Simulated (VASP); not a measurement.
# C (Fd-3m) in VASP: notebook, part 2 of 2

VASP 6.6.1.

### 5 Single point, r2SCAN (volume scaled by 1.03)

The input, POSCAR:

```
C
1.0
    0.0000000000      1.7977681022      1.7977681022
    1.7977681022      0.0000000000      1.7977681022
    1.7977681022      1.7977681022      0.0000000000
C
2
Direct
    0.0000000000      0.0000000000      0.0000000000
    0.2500000000      0.2500000000      0.2500000000
```

The input, INCAR.step1:

```
PREC = Accurate ; ENCUT = 660
ISMEAR = 0 ; SIGMA = 0.02
LREAL = False ; LASPH = True
NELM = 120 ; NBANDS = 11
GGA = PE ; ALGO = Normal
EDIFF = 1E-5 ; LWAVE = True
LCHARG = False ; GGA_COMPAT = False
```

The input, INCAR.step2:

```
PREC = Accurate ; ENCUT = 660
EDIFF = 1E-6 ; ISMEAR = 0
SIGMA = 0.02 ; LREAL = False
LASPH = True ; NELM = 120
ALGO = Normal ; ISIF = 2
LWAVE = False ; LCHARG = False
METAGGA = R2SCAN ; LMIXTAU = True
NBANDS = 11 ; ISTART = 1
GGA_COMPAT = False
```

The input, KPOINTS:

```
regular mesh
0
Gamma
  12 12 12
```

Potentials or basis: VASP PAW PBE potentials, release 64 (C).

Launch:

```console
$ cat potpaw_PBE.64/C/POTCAR > POTCAR
$ cp INCAR.step1 INCAR
$ mpirun -np 1 vasp_std > vasp.out
$ cp INCAR.step2 INCAR
$ mpirun -np 1 vasp_std > vasp.out
```

OUTCAR:

```text
PREC = Accurate
   ENCUT = 660
   EDIFF = 1E-6
   ISMEAR = 0
   LREAL = False
   LASPH = True
   NELM = 120
   ISIF = 2
   METAGGA = R2SCAN
   ISTART = 1

 ion  position               nearest neighbor table
   1  0.000  0.000  0.000-   2 1.56   2 1.56   2 1.56   2 1.56
   2  0.250  0.250  0.250-   1 1.56   1 1.56   1 1.56   1 1.56

  LATTYP: Found a face centered cubic cell.
 ALAT       =     3.5955362044

  Lattice vectors:

 A1 = (   0.0000000000,   1.7977681022,   1.7977681022)
[... 525 lines left out ...]
------------------------ aborting loop because EDIFF is reached ----------------------------------------

  FORCE on cell =-STRESS in cart. coord.  units (eV):
  Direction    XX          YY          ZZ          XY          YZ          ZX
  --------------------------------------------------------------------------------------
  -------------------------------------------------------------------------------------
  Total       -0.9086201     -0.9086201     -0.9086201      0.0000000      0.0000000     -0.0000000
  in kB     -125.2742829   -125.2742829   -125.2742829      0.0000000      0.0000000     -0.0000000
  external PRESSURE =    -125.2742829 kB  Pullay stress =       0.0000000 kB

 VOLUME and BASIS-vectors are now :
 -----------------------------------------------------------------------------
  energy-cutoff  :      660.00
  volume of cell :       11.62
      direct lattice vectors                 reciprocal lattice vectors
     0.000000000  1.797768102  1.797768102    -0.278122634  0.278122634  0.278122634
     1.797768102  0.000000000  1.797768102     0.278122634 -0.278122634  0.278122634
     1.797768102  1.797768102  0.000000000     0.278122634  0.278122634 -0.278122634

 POSITION                                       TOTAL-FORCE (eV/Angst)
 -----------------------------------------------------------------------------------
      0.00000      0.00000      0.00000         0.000000      0.000000      0.000000
      0.89888      0.89888      0.89888        -0.000000     -0.000000     -0.000000
 -----------------------------------------------------------------------------------
    total drift:                               -0.000000      0.000000      0.000000

  FREE ENERGIE OF THE ION-ELECTRON SYSTEM (eV)
  ---------------------------------------------------
  free  energy   TOTEN  =       -19.6572498135 eV

  energy  without entropy=      -19.6572498135  energy(sigma->0) =      -19.65724981
```

OSZICAR.step1:

```text
N       E                     dE             d eps       ncg     rms          rms(c)
DAV:   1     0.257404304539E+01    0.25740E+01   -0.55975E+03  1611   0.874E+02
DAV:   2    -0.183169656240E+02   -0.20891E+02   -0.20160E+02  2101   0.134E+02
DAV:   3    -0.187792819693E+02   -0.46232E+00   -0.46004E+00  1845   0.151E+01
DAV:   4    -0.187803098683E+02   -0.10279E-02   -0.10279E-02  1710   0.813E-01
DAV:   5    -0.187803110984E+02   -0.12302E-05   -0.12301E-05  1841   0.289E-02    0.535E+00
DAV:   6    -0.183366705475E+02    0.44364E+00   -0.23104E-01  1638   0.337E+00    0.319E+00
DAV:   7    -0.181871858846E+02    0.14948E+00   -0.28584E-01  1683   0.380E+00    0.711E-01
DAV:   8    -0.181889305517E+02   -0.17447E-02   -0.83068E-03  1659   0.680E-01    0.427E-02
DAV:   9    -0.181889722246E+02   -0.41673E-04   -0.61386E-05  1873   0.633E-02    0.237E-02
DAV:  10    -0.181889931502E+02   -0.20926E-04   -0.15992E-05  1680   0.349E-02    0.512E-03
DAV:  11    -0.181889931874E+02   -0.37115E-07   -0.24841E-07   828   0.458E-03
   1 F= -.18188993E+02 E0= -.18188993E+02  d E =-.413780E-18
```

It took 26 s on 1 thread of Intel Xeon 6975P-C, shared host; peak memory 0.14 GiB.

Results:

| Item | Value |
| --- | --- |
| Free energy | -19.6572 eV |
| Pressure | -12.5 GPa |
| Band gap on the k mesh | 4.29 eV, indirect (least direct gap 5.77 eV) |

Levels at points of the mesh, in eV from the valence-band top:
```
           k point  band 1  band 2  band 3  band 4  band 5  band 6  band 7  band 8
(0.00, 0.00, 0.00)  -22.36    0.00    0.00    0.00    5.77    5.77    5.77   13.24
(0.50, 0.00, 0.00)  -16.56  -13.77   -2.91   -2.91    8.77    8.77    8.79   16.46
(0.50, 0.50, 0.00)  -13.41  -13.41   -6.51   -6.51    4.95    4.95   17.49   17.49
```

Caveat: the PAW data sets were made with another functional, which shifts forces and pressure a little. A k mesh can miss the band edges.

### 6 Single point, r2SCAN (volume scaled by 1.06)

The input, POSCAR:

```
C
1.0
    0.0000000000      1.8150553945      1.8150553945
    1.8150553945      0.0000000000      1.8150553945
    1.8150553945      1.8150553945      0.0000000000
C
2
Direct
    0.0000000000      0.0000000000      0.0000000000
    0.2500000000      0.2500000000      0.2500000000
```

The input, INCAR.step1:

```
PREC = Accurate
ENCUT = 660
ISMEAR = 0
SIGMA = 0.02
LREAL = False
LASPH = True
NELM = 120
NBANDS = 11
GGA = PE
ALGO = Normal
EDIFF = 1E-5
LWAVE = True
LCHARG = False
GGA_COMPAT = False
```

The input, INCAR.step2:

```
PREC = Accurate
ENCUT = 660
EDIFF = 1E-6
ISMEAR = 0
SIGMA = 0.02
LREAL = False
LASPH = True
NELM = 120
ALGO = Normal
ISIF = 2
LWAVE = False
LCHARG = False
METAGGA = R2SCAN
LMIXTAU = True
NBANDS = 11
ISTART = 1
GGA_COMPAT = False
```

The input, KPOINTS:

```
Automatic mesh
0
Gamma
  12 12 12
```

Potentials or basis: VASP PAW PBE potentials, release 64 (C).

Launch:

```console
$ cat potpaw_PBE.64/C/POTCAR > POTCAR
$ cp INCAR.step1 INCAR
$ mpirun -np 1 vasp_std > vasp.out
$ cp INCAR.step2 INCAR
$ mpirun -np 1 vasp_std > vasp.out
```

Wall time 28 s (1 thread of Intel Xeon 6975P-C, shared host); peak memory 0.14 GiB.

Results (log left out):

```
Free energy            : -19.6203 eV
Pressure               : -23.5 GPa
Band gap on the k mesh : 4.22 eV, indirect (least direct gap 5.69 eV)
```

Levels at points of the mesh, in eV from the valence-band top:
```
           k point  band 1  band 2  band 3  band 4  band 5  band 6  band 7  band 8
(0.00, 0.00, 0.00)  -21.98    0.00    0.00    0.00    5.69    5.69    5.69   12.57
(0.50, 0.00, 0.00)  -16.33  -13.46   -2.84   -2.84    8.40    8.65    8.65   16.17
(0.50, 0.50, 0.00)  -13.21  -13.21   -6.33   -6.33    4.88    4.88   17.05   17.05
```

Caveat: the PAW data sets were made with another functional, which shifts forces and pressure a little. A k mesh can miss the band edges.

### 7 The runs side by side

```csv
cell,gap on the mesh (eV),pressure (GPa)
"a = 2.466 Å, angles 60.0°, 2 atoms",4.51,31.5
"a = 2.492 Å, angles 60.0°, 2 atoms",4.43,14.7
"a = 2.518 Å, angles 60.0°, 2 atoms",4.36,0.1
"a = 2.542 Å, angles 60.0°, 2 atoms",4.29,-12.5
"a = 2.567 Å, angles 60.0°, 2 atoms",4.22,-23.5
```

Alike in all rows: task single point; level r2SCAN; potentials or basis VASP PAW PBE potentials, release 64 (C); no spin polarisation; k mesh 12 × 12 × 12; cutoff (eV) 660; smearing gaussian 0.02 eV.

Caveats: the PAW data sets were made with another functional, which shifts forces and pressure a little.

Absolute energies hang on the potentials; compare differences alone.
